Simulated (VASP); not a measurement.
Input of a VASP 6.6.1 run:

The input INCAR:

```
SYSTEM = Si2Mo
PREC = Accurate ; ENCUT = 520
EDIFF = 1E-6 ; ISMEAR = 0
SIGMA = 0.15 ; LREAL = .False.
LASPH = .True. ; NELM = 80
ALGO = Normal ; ISIF = 2
LWAVE = .False. ; LCHARG = .False.
GGA = PS ; NBANDS = 18
```

KPOINTS

```
Automatic mesh
0
Gamma
  20 20 20
  0 0 0
```

POSCAR

```
Si2Mo
1.0
   -1.6747868345      1.6747868345      3.8129247000
    1.6747868345     -1.6747868345      3.8129247000
    1.6747868345      1.6747868345     -3.8129247000
Si Mo
2 1
Direct
    0.3350596655      0.3350596655      0.0000000000
    0.6649403345      0.6649403345      0.0000000000
    0.0000000000      0.0000000000      0.0000000000
```

Potentials or basis: VASP PAW PBE potentials, release 64 (Si, Mo_sv).

Run with:

```bash
$ cat potpaw_PBE.64/Si/POTCAR potpaw_PBE.64/Mo_sv/POTCAR > POTCAR
$ mpirun -np 1 vasp_std > vasp.out
```

Q: Estimate the pressure.

A: -11.1 GPa.

Q: Estimate the band gap on the k mesh.

A: Zero (bands 11 and 12 overlap by 0.62 eV).

Forces in eV/Å, atoms in the order of the input:
```
Si   0.000  0.000  0.062
Si   0.000  0.000 -0.062
Mo   0.000  0.000  0.000
```

Caveat: the cell differs from its parent crystal (strain +0.050 along x and y, -0.025 along z); the cell stands under tension; the PAW data sets were made with another functional, which shifts forces and pressure a little.
